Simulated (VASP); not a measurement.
# Rb (Fm-3m) in VASP: notebook

The runs below take Rb through single point, relaxation of cell and atoms, with LDA.

Everything below comes from runs of VASP 6.6.1. Logs are shortened: lines on timing, memory, paths and dates and some standing lists are left out, and cuts for length are marked.

### Step 1. The cell of the first run

It takes space group Fm-3m (No. 225, cubic). Conventional cell: a = 5.734 Å, b = 5.734 Å, c = 5.734 Å, α = 90.00°, β = 90.00°, γ = 90.00°. Within 5.3 Å of Rb (site symmetry m-3m) lie 12 Rb at 4.05 Å.

This isn't the form of Rb at room conditions, which is bcc.

### Step 2. Single point, LDA

INCAR

```
PREC     = Accurate       # precision mode
ENCUT    = 520            # plane-wave cutoff, eV
EDIFF    = 1E-6           # SCF threshold, eV
ISMEAR   = -1             # smearing method
SIGMA    = 0.08           # smearing width, eV
LREAL    = F              # projectors in reciprocal space
LASPH    = T              # aspherical terms in the spheres
NELM     = 60             # most SCF steps
ALGO     = Normal         # electronic algorithm
ISIF     = 2              # what is computed and relaxed
LWAVE    = F              # write WAVECAR
LCHARG   = F              # write CHGCAR
GGA      = CA             # functional
NBANDS   = 10             # bands
```

KPOINTS

```
regular mesh
0
Gamma
  12 12 12
```

POSCAR

```
Rb
1.0
    0.0000000000      2.8671148711      2.8671148711
    2.8671148711      0.0000000000      2.8671148711
    2.8671148711      2.8671148711      0.0000000000
Rb
1
Direct
    0.0000000000      0.0000000000      0.0000000000
```

Potentials or basis: VASP PAW LDA potentials, release 64 (Rb_sv).

The run is started by

```console
cat potpaw_LDA.64/Rb_sv/POTCAR > POTCAR
mpirun -np 1 vasp_std > vasp.out
```

OUTCAR:

```text
PREC = Accurate
   ENCUT = 520
   EDIFF = 1E-6
   ISMEAR = -1
   LREAL = F
   LASPH = T
   NELM = 60
   ISIF = 2
   GGA = CA

 ion  position               nearest neighbor table
   1  0.000  0.000  0.000-

  LATTYP: Found a face centered cubic cell.
 ALAT       =     5.7342297422

  Lattice vectors:

 A1 = (   0.0000000000,   2.8671148711,   2.8671148711)
 A2 = (   2.8671148711,   0.0000000000,   2.8671148711)
 A3 = (   2.8671148711,   2.8671148711,   0.0000000000)

Analysis of symmetry for initial positions (statically):
=====================================================================
 Subroutine PRICEL returns:
 Original cell was already a primitive cell.

 Routine SETGRP: Setting up the symmetry group for a
 face centered cubic supercell.

 Subroutine GETGRP returns: Found 48 space group operations
 (whereof 48 operations were pure point group operations)
 out of a pool of 48 trial point group operations.

The static configuration has the point symmetry O_h .

Analysis of symmetry for dynamics (positions and initial velocities):
=====================================================================
 Subroutine PRICEL returns:
 Original cell was already a primitive cell.

 Routine SETGRP: Setting up the symmetry group for a
 face centered cubic supercell.

 Subroutine GETGRP returns: Found 48 space group operations
 (whereof 48 operations were pure point group operations)
 out of a pool of 48 trial point group operations.

The dynamic configuration has the point symmetry O_h .

 Subroutine INISYM returns: Found 48 space group operations
 (whereof 48 operations are pure point group operations),
 and found     1 'primitive' translations

----------------------------------------------------------------------------------------

                                     Primitive cell

  volume of cell :      47.1374

  direct lattice vectors                    reciprocal lattice vectors
     0.000000000  2.867114871  2.867114871    -0.174391338  0.174391338  0.174391338
     2.867114871  0.000000000  2.867114871     0.174391338 -0.174391338  0.174391338
     2.867114871  2.867114871  0.000000000     0.174391338  0.174391338 -0.174391338

  length of vectors
     4.054712736  4.054712736  4.054712736     0.302054659  0.302054659  0.302054659

  position of ions in fractional coordinates (direct lattice)
[... 73 lines left out ...]
   LSORBIT =      F    spin-orbit coupling
   LASPH  =      T    aspherical Exc in radial PAW
   ENCUT  =  520.0 eV  38.22 Ry    6.18 a.u.   7.54  7.54  7.54*2*pi/ulx,y,z
   NELM   =     60;   NELMIN=  2; NELMDL= -5     # of ELM steps
   EDIFF  = 0.1E-05   stopping-criterion for ELM
   LREAL  =      F    real-space projection
   EDIFFG = 0.1E-04   stopping-criterion for IOM
   NSW    =      0    number of steps for IOM
   IBRION =     -1    ionic relax: 0-MD 1-quasi-New 2-CG
   NFREE  =      0    steps in history (QN), initial steepest desc. (CG)
   ISIF   =      2    stress and relaxation
   ISYM   =      2    0-nonsym 1-usesym 2-fastsym
   POTIM  = 0.5000    time-step for ionic-motion
   TEBEG  =    0.0;   TEEND  =   0.0 temperature during run
   PSTRESS=    0.0 pullay stress
   NELECT =       9.0000    total number of electrons
   NUPDOWN=      -1.0000    fix difference up-down
   EMIN   =  10.00;   EMAX   =-10.00  energy-range for DOS
   EFERMI =   0.00;   METHOD = LEGACY
   ISMEAR =    -1;   SIGMA  =   0.08  broadening in eV -4-tet -1-fermi 0-gaus
   EFERMI_NEDOS =   21; number of points for ismear=-14 and -15
   IALGO  =     38    algorithm
   IMIX   =      4    mixing-type and parameters
     AMIX     =   0.40;   BMIX     =  1.00
     AMIX_MAG =   1.60;   BMIX_MAG =  1.00
  volume/ion in A,a.u.               =      47.14       318.10
  Fermi-wavevector in a.u.,A,eV,Ry     =   0.942686  1.781419 12.090921  0.888658
  Thomas-Fermi vector in A             =   2.070320
   LORBIT       =      0    0 simple, 1 ext, 2 COOP (PROOUT), +10 PAW based schemes
   GGA     = CA    functional components
   LHFCALC =     F    Hartree Fock is set to
   AEXX    =    0.0000 exact exchange contribution
   IVDW    =     0    specifies the selected vdW correction
   LEPSILON=     F    determine dielectric tensor
   LRPA    =     F    only Hartree local field effects (RPA)
 non-spin polarized calculation
  energy-cutoff  :      520.00
  volume of cell :       47.14
 maximum number of plane-waves:      1303
   NGX = 15   NGY = 15   NGZ = 15

 number of electron       9.0000000 magnetization

 Free energy of the ion-electron system (eV)
  ---------------------------------------------------
  ext. energy  EPLUGINS =         0.00000000
  ---------------------------------------------------
  free energy    TOTEN  =        -0.78619492 eV

  energy without entropy =       -0.76190599  energy(sigma->0) =       -0.77405045

 E-fermi :   1.8145     XC(G=0):  -7.6471

 val. band max:        1.7992183203   @ k =   0.5000   0.4167   0.0000
 cond. band min:       1.8340107839   @ k =   0.5000   0.4167   0.0833
 fundamental gap:      0.0347924636
 Fermi energy:         1.8144601516

 k-point     1 :       0.0000    0.0000    0.0000
  band No.  band energies     occupation
      1     -26.9450      2.00000
      2     -10.7807      2.00000
      3     -10.7807      2.00000
      4     -10.7807      2.00000
      5      -1.0754      2.00000
      6       5.7512      0.00000
      7       5.7512      0.00000
      8       5.7512      0.00000
      9       7.9658      0.00000
     10       7.9658      0.00000
[... 287 lines left out ...]
 k-point    24 :      -0.4167    0.1667    0.0000
  band No.  band energies     occupation
      1     -26.8638      2.00000
      2     -11.4709      2.00000
      3     -11.0150      2.00000
      4     -10.8994      2.00000
      5       2.1244      0.04070
      6       3.2432      0.00000
      7       4.6854      0.00000
      8       5.8818      0.00000
      9       9.0153      0.00000
     10       9.2134      0.00000

 [... further k-points ...]
[... 5 lines left out ...]
  --------------------------------------------------------------------------------------
  -------------------------------------------------------------------------------------
  Total        1.2355604      1.2355604      1.2355604      0.0000000      0.0000000      0.0000000
  in kB       41.9961305     41.9961305     41.9961305      0.0000000      0.0000000      0.0000000
  external PRESSURE =      41.9961305 kB  Pullay stress =       0.0000000 kB

 VOLUME and BASIS-vectors are now :
 -----------------------------------------------------------------------------
  energy-cutoff  :      520.00
  volume of cell :       47.14
      direct lattice vectors                 reciprocal lattice vectors
     0.000000000  2.867114871  2.867114871    -0.174391338  0.174391338  0.174391338
     2.867114871  0.000000000  2.867114871     0.174391338 -0.174391338  0.174391338
     2.867114871  2.867114871  0.000000000     0.174391338  0.174391338 -0.174391338

 POSITION                                       TOTAL-FORCE (eV/Angst)
 -----------------------------------------------------------------------------------
      0.00000      0.00000      0.00000        -0.000000     -0.000000     -0.000000
 -----------------------------------------------------------------------------------
    total drift:                               -0.000000     -0.000000     -0.000000

  FREE ENERGIE OF THE ION-ELECTRON SYSTEM (eV)
  ---------------------------------------------------
  free  energy   TOTEN  =        -0.7861949182 eV

  energy  without entropy=       -0.7619059859  energy(sigma->0) =       -0.77405045
```

Run time: 21 s. Hardware: 1 thread of AMD EPYC 7R43 (Zen 3), shared host; peak memory 0.13 GiB.

Results:

```
Free energy            : -0.7862 eV
Pressure               : 4.2 GPa
Band gap on the k mesh : zero (an odd number of electrons rules out a gap without spin polarisation)
```

Levels at points of the mesh, in eV from the Fermi level:
```csv
k point,band 1,band 2,band 3,band 4,band 5,band 6,band 7,band 8,band 9,band 10
"(0.00, 0.00, 0.00)",-28.76,-12.60,-12.60,-12.60,-2.89,3.94,3.94,3.94,6.15,6.15
"(0.50, 0.00, 0.00)",-28.69,-13.36,-12.69,-12.69,-0.21,1.67,3.62,3.62,7.58,7.82
"(0.50, 0.50, 0.00)",-28.66,-13.30,-12.85,-12.85,-0.09,1.19,3.00,7.27,7.27,7.86
```

Caveat: the cell stands under pressure.

### Step 3. Relaxation of cell and atoms, LDA, target pressure 4.2 GPa, at which the enthalpy is minimised

This run uses another cell than the first one, of 46.97 Å³/atom.

INCAR

```
SYSTEM = Rb
ALGO = Normal ; EDIFF = 1E-6
EDIFFG = -0.005 ; ENCUT = 600
IBRION = 2 ; ISIF = 3
ISMEAR = -1 ; LASPH = .TRUE.
LCHARG = .FALSE. ; LREAL = .FALSE.
LWAVE = .FALSE. ; NELM = 60
NSW = 60 ; PREC = Accurate
PSTRESS = 42.0 ; SIGMA = 0.08
```

KPOINTS

```
k-points
0
G
  12 12 12
  0 0 0
```

POSCAR

```
Rb
1.0
    0.0000000000      2.8637514547      2.8637514547
    2.8637514547      0.0000000000      2.8637514547
    2.8637514547      2.8637514547      0.0000000000
Rb
1
Direct
    0.0000000000      0.0000000000      0.0000000000
```

Potentials or basis: VASP PAW LDA potentials, release 64 (Rb_sv).

The run is started by

```console
cat potpaw_LDA.64/Rb_sv/POTCAR > POTCAR
mpirun -np 1 vasp_std > vasp.out
```

It took 38 s on 1 thread of AMD EPYC 7R43 (Zen 3), shared host; peak memory 0.14 GiB.

It converged, with:

```yaml
Free_energy: -0.7865 eV
Relaxed_volume: 47.15 Å³/atom
Relaxed_cell: a = 4.055 Å, b = 4.055 Å, c = 4.055 Å, α = 60.00°, β = 60.00°, γ = 60.00°
Space_group_after_relaxing_to_0.1_Å: Fm-3m (No. 225)
Energy_change_on_relaxing_the_run_minimises_the_enthalpy: -4.7 meV/atom
Ionic_steps: 3
Pressure_after_relaxing: 4.2 GPa
Band_gap_on_the_k_mesh: zero (an odd number of electrons rules out a gap without spin polarisation)
```

The path:
```
step  energy change (eV)  largest force (eV/Å)  pressure (GPa)  volume (Å³)
   1              0.0000                0.0000            4.25        46.97
   2             -0.0026                0.0000            4.22        47.07
   3             -0.0047                0.0000            4.20        47.15
```

Final structure:
```
Rb
1.0
     0.00000    2.86737    2.86737
     2.86737    0.00000    2.86737
     2.86737    2.86737    0.00000
Rb
1
Direct
  0.00000 0.00000 0.00000
```

Levels at points of the mesh, in eV from the Fermi level:
```csv
k point,band 2,band 3,band 4,band 5,band 6,band 7,band 8
"(0.00, 0.00, 0.00)",-12.60,-12.60,-12.60,-2.89,3.94,3.94,3.94
"(0.50, 0.00, 0.00)",-13.36,-12.69,-12.69,-0.21,1.67,3.62,3.62
"(0.50, 0.50, 0.00)",-13.30,-12.85,-12.85,-0.09,1.19,3.00,7.27
```

Caveat: the cell is relaxed towards a set pressure, so the run minimises the enthalpy, not the energy.

### Step 4. Relaxation of cell and atoms, LDA, target pressure 4.2 GPa, at which the enthalpy is minimised

INCAR

```
SYSTEM = Rb
PREC = Accurate
ENCUT = 600
EDIFF = 1E-6
ISMEAR = -1
SIGMA = 0.08
LREAL = .False.
LASPH = .True.
NELM = 80
ALGO = Normal
ISIF = 3
LWAVE = .False.
LCHARG = .False.
GGA = CA
IBRION = 2
NSW = 32
EDIFFG = -0.005
PSTRESS = 42.0
```

KPOINTS

```
regular mesh
0
Gamma
  12 12 12
  0 0 0
```

POSCAR

```
Rb
1.0
    0.0000000000      2.8671148711      2.8671148711
    2.8671148711      0.0000000000      2.8671148711
    2.8671148711      2.8671148711      0.0000000000
Rb
1
Direct
    0.0000000000      0.0000000000      0.0000000000
```

Potentials or basis: VASP PAW LDA potentials, release 64 (Rb_sv).

The run is started by

```console
cat potpaw_LDA.64/Rb_sv/POTCAR > POTCAR
mpirun -np 1 vasp_std > vasp.out
```

OUTCAR:

```text
SYSTEM = Rb
   PREC = Accurate
   ENCUT = 600
   EDIFF = 1E-6
   ISMEAR = -1
   LREAL = .False.
   LASPH = .True.
   NELM = 80
   ISIF = 3
   GGA = CA
   IBRION = 2
   NSW = 32
   EDIFFG = -0.005
   PSTRESS = 42.0

 ion  position               nearest neighbor table
   1  0.000  0.000  0.000-

  LATTYP: Found a face centered cubic cell.
 ALAT       =     5.7342297422

  Lattice vectors:

 A1 = (   0.0000000000,   2.8671148711,   2.8671148711)
 A2 = (   2.8671148711,   0.0000000000,   2.8671148711)
 A3 = (   2.8671148711,   2.8671148711,   0.0000000000)

Analysis of symmetry for initial positions (statically):
=====================================================================
 Subroutine PRICEL returns:
 Original cell was already a primitive cell.

 Routine SETGRP: Setting up the symmetry group for a
 face centered cubic supercell.

 Subroutine GETGRP returns: Found 48 space group operations
 (whereof 48 operations were pure point group operations)
 out of a pool of 48 trial point group operations.

The static configuration has the point symmetry O_h .

Analysis of symmetry for dynamics (positions and initial velocities):
=====================================================================
 Subroutine PRICEL returns:
 Original cell was already a primitive cell.

 Routine SETGRP: Setting up the symmetry group for a
 face centered cubic supercell.

 Subroutine GETGRP returns: Found 48 space group operations
 (whereof 48 operations were pure point group operations)
 out of a pool of 48 trial point group operations.

The dynamic configuration has the point symmetry O_h .

 Subroutine INISYM returns: Found 48 space group operations
 (whereof 48 operations are pure point group operations),
 and found     1 'primitive' translations

[... 108 lines left out ...]
   EFERMI_NEDOS =   21; number of points for ismear=-14 and -15
   IALGO  =     38    algorithm
   IMIX   =      4    mixing-type and parameters
     AMIX     =   0.40;   BMIX     =  1.00
     AMIX_MAG =   1.60;   BMIX_MAG =  1.00
  volume/ion in A,a.u.               =      47.14       318.10
  Fermi-wavevector in a.u.,A,eV,Ry     =   0.942686  1.781419 12.090921  0.888658
  Thomas-Fermi vector in A             =   2.070320
   LORBIT       =      0    0 simple, 1 ext, 2 COOP (PROOUT), +10 PAW based schemes
   GGA     = CA    functional components
   LHFCALC =     F    Hartree Fock is set to
   AEXX    =    0.0000 exact exchange contribution
   IVDW    =     0    specifies the selected vdW correction
   LEPSILON=     F    determine dielectric tensor
   LRPA    =     F    only Hartree local field effects (RPA)
 conjugate gradient relaxation of ions
 non-spin polarized calculation
  energy-cutoff  :      600.00
  volume of cell :       47.14
 maximum number of plane-waves:      1592
   NGX = 17   NGY = 17   NGZ = 17

 number of electron       9.0000000 magnetization

 Free energy of the ion-electron system (eV)
  ---------------------------------------------------
  ext. energy  EPLUGINS =         0.00000000
  ---------------------------------------------------
  free energy    TOTEN  =        -0.78621462 eV

  energy without entropy =       -0.76192609  energy(sigma->0) =       -0.77407036

 E-fermi :   1.8144     XC(G=0):  -7.6472

 val. band max:        1.7991473404   @ k =   0.5000   0.4167   0.0000
 cond. band min:       1.8339395733   @ k =   0.5000   0.4167   0.0833
 fundamental gap:      0.0347922328
 Fermi energy:         1.8143804478

 k-point     1 :       0.0000    0.0000    0.0000
  band No.  band energies     occupation
      1     -26.9450      2.00000
      2     -10.7807      2.00000
      3     -10.7807      2.00000
      4     -10.7807      2.00000
      5      -1.0756      2.00000
      6       5.7511      0.00000
      7       5.7511      0.00000
      8       5.7511      0.00000
[... 243 lines left out ...]
 k-point    24 :      -0.4167    0.1667    0.0000
  band No.  band energies     occupation
      1     -26.8638      2.00000
      2     -11.4709      2.00000
      3     -11.0150      2.00000
      4     -10.8994      2.00000
      5       2.1243      0.04070
      6       3.2432      0.00000
      7       4.6854      0.00000
      8       5.8818      0.00000

 [... further k-points ...]
[... 5 lines left out ...]
  --------------------------------------------------------------------------------------
  -------------------------------------------------------------------------------------
  Total        1.2358151      1.2358151      1.2358151      0.0000000      0.0000000     -0.0000000
  in kB       42.0047895     42.0047895     42.0047895      0.0000000      0.0000000     -0.0000000
  external PRESSURE =       0.0047895 kB  Pullay stress =      42.0000000 kB

 VOLUME and BASIS-vectors are now :
 -----------------------------------------------------------------------------
  energy-cutoff  :      600.00
  volume of cell :       47.14
      direct lattice vectors                 reciprocal lattice vectors
     0.000000000  2.867114871  2.867114871    -0.174391338  0.174391338  0.174391338
     2.867114871  0.000000000  2.867114871     0.174391338 -0.174391338  0.174391338
     2.867114871  2.867114871  0.000000000     0.174391338  0.174391338 -0.174391338

 POSITION                                       TOTAL-FORCE (eV/Angst)
 -----------------------------------------------------------------------------------
      0.00000      0.00000      0.00000         0.000000     -0.000000     -0.000000
 -----------------------------------------------------------------------------------
    total drift:                                0.000000      0.000000     -0.000000

  FREE ENERGIE OF THE ION-ELECTRON SYSTEM (eV)
  ---------------------------------------------------
  free  energy   TOTEN  =        -0.7862146230 eV

  energy  without entropy=       -0.7619260920  energy(sigma->0) =       -0.77407036

  enthalpy is  TOTEN    =         0.4494595902 eV   P V=        1.2356742132

 reached required accuracy - stopping structural energy minimisation
```

CONTCAR:

```text
Rb
   1.00000000000000
     0.0000000000000000    2.8671148711000001    2.8671148711000001
     2.8671148711000001    0.0000000000000000    2.8671148711000001
     2.8671148711000001    2.8671148711000001    0.0000000000000000
  Rb
     1
Direct
     0.0000000000000000    0.0000000000000000    0.0000000000000000

  0.00000000E+00  0.00000000E+00  0.00000000E+00
```

Run time: 20 s. Hardware: 1 thread of AMD EPYC 7R43 (Zen 3), shared host; peak memory 0.13 GiB.

What came out:

- Free energy: -0.7862 eV
- Pressure after relaxing: 4.2 GPa
- Band gap on the k mesh: zero (an odd number of electrons rules out a gap without spin polarisation)

Final structure:
```yaml
crystal:
  lattice:
    - [0.00000, 2.86711, 2.86711]
    - [2.86711, 0.00000, 2.86711]
    - [2.86711, 2.86711, 0.00000]
  atoms:
    - { symbol: Rb, position: [0.00000, 0.00000, 0.00000] }
```

Caveat: the cell is relaxed towards a set pressure, so the run minimises the enthalpy, not the energy.

### Step 5. Overview

```csv
task,cell,cutoff (eV),gap on the mesh (eV),pressure (GPa)
single point,"a = 4.055 Å, angles 60.0°, 1 atom",520,none,4.2
relaxation of cell and atoms,"relaxed to 4.2 GPa from a = 4.050 Å, angles 60.0°, 1 atom",600,none,4.2
relaxation of cell and atoms,"relaxed to 4.2 GPa from a = 4.055 Å, angles 60.0°, 1 atom",600,none,4.2
```

Alike in all rows: level LDA; potentials or basis VASP PAW LDA potentials, release 64 (Rb_sv); no spin polarisation; k mesh 12 × 12 × 12; smearing fermi-dirac 0.08 eV.

Caveats: the cell is relaxed towards a set pressure, so the run minimises the enthalpy, not the energy (at least some runs); the cell stands under pressure (at least some runs).

Total energies depend on the potentials used, so only differences within one code and one set of settings carry meaning.

The gap in the log of VASP goes by the Fermi energy; the results here count the filled bands.